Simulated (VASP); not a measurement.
Here is a VASP 6.6.1 calculation.

The input INCAR:

```
SYSTEM = TlSbO2
ALGO = Normal
EDIFF = 1E-6
EDIFFG = -0.01
ENCUT = 600
GGA = PS
IBRION = 2
ISIF = 3
ISMEAR = -1
LASPH = .TRUE.
LCHARG = .FALSE.
LREAL = .FALSE.
LWAVE = .FALSE.
NELM = 100
NSW = 100
PREC = Accurate
SIGMA = 0.03
```

KPOINTS

```
k-points
0
G
  8 8 4
  0 0 0
```

Contents of POSCAR:

```
TlSbO2
1.0
    2.9288907349      0.0000000000      0.0000000000
    0.0000000000      2.9288907349      0.0000000000
    0.0000000000      0.0000000000      8.2841540000
Tl O Sb
2 4 2
Direct
    0.5000000000      0.0000000000      0.8750000000
    0.0000000000      0.5000000000      0.1250000000
    0.5000000000      0.0000000000      0.1250000000
    0.0000000000      0.5000000000      0.3750000000
    0.5000000000      0.0000000000      0.6250000000
    0.0000000000      0.5000000000      0.8750000000
    0.5000000000      0.0000000000      0.3750000000
    0.0000000000      0.5000000000      0.6250000000
```

Potentials or basis: VASP PAW PBE potentials, release 64 (Tl_d, O, Sb).

Launch:

```bash
$ cat potpaw_PBE.64/Tl_d/POTCAR potpaw_PBE.64/O/POTCAR potpaw_PBE.64/Sb/POTCAR > POTCAR
$ mpirun -np 1 vasp_std > vasp.out
```

Q: Predict the band gap on the k mesh.

A: 0.94 eV (least direct gap 1.04 eV).

Q: What does it give for the relaxed volume?

A: 16.05 Å³/atom.

Final structure:
```
Tl O Sb
1.0
     3.37544    0.00000    0.00000
     0.00000    3.37544    0.00000
     0.00000    0.00000   11.26845
Tl O Sb
2 4 2
Direct
  0.50000 0.00000 0.89276
  0.00000 0.50000 0.10724
  0.50000 0.00000 0.19583
  0.00000 0.50000 0.35419
  0.50000 0.00000 0.64581
  0.00000 0.50000 0.80417
  0.50000 0.00000 0.36532
  0.00000 0.50000 0.63468
```

Caveat: the volume moved by over 15 % at a fixed basis, so the end points are rough; the PAW data sets were made with another functional, which shifts forces and pressure a little; spin-orbit coupling is left out, which moves the levels of the heavy elements. A k mesh can miss the band edges.
